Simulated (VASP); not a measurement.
Input of a VASP 6.6.1 run:

The input INCAR:

```
  PREC = Accurate
  ENCUT = 600
  EDIFF = 1E-6
  ISMEAR = 0
  SIGMA = 0.1
  LREAL = False
  LASPH = True
  NELM = 60
  ALGO = Normal
  ISIF = 3
  LWAVE = False
  LCHARG = False
  GGA = PE
  IBRION = 2
  NSW = 90
  EDIFFG = -0.04
```

File KPOINTS:

```
Automatic mesh
0
Gamma
  6 6 4
```

File POSCAR:

```
S
1.0
    2.6789616700      0.0000000000      0.0000000000
    0.0000000000      2.9497501400      0.0000000000
    0.0000000000      0.0000000000      3.7679419100
S
1
Direct
    0.5000000000      0.0000000000      0.0000000000
```

Potentials or basis: VASP PAW PBE potentials, release 64 (S).

Launch:

```sh
$ cat potpaw_PBE.64/S/POTCAR > POTCAR
$ mpirun -np 1 vasp_std > vasp.out
```

**Question.** Estimate the band gap on the k mesh.

**Answer.** Zero (band 3 reaches 5.88 eV, above the bottom of band 4 at 2.55 eV).

**Question.** Predict the relaxed volume.

**Answer.** 21.53 Å³/atom.

**Question.** What does it give for the space group after relaxing (to 0.05 Å)?

**Answer.** Pmmm (No. 47).

**Question.** What does it give for the relaxed cell?

**Answer.** a = 2.217 Å, b = 2.594 Å, c = 3.744 Å, α = 90.00°, β = 90.00°, γ = 90.00°.

The path:
```csv
step,energy change (eV),largest force (eV/Å),pressure (GPa),volume (Å³)
1,0.0000,0.0000,-12.61,29.78
2,-0.5290,0.0000,14.12,20.42
3,-0.7235,0.0000,-2.38,22.77
4,-0.7240,0.0000,-1.77,22.64
5,-0.7612,0.0000,0.21,21.48
6,-0.7613,0.0000,0.06,21.53
```

Caveat: the k points lie up to 0.47 Å⁻¹ apart in the final cell; the volume moved by over 15 % at a fixed basis, so the end points are rough.
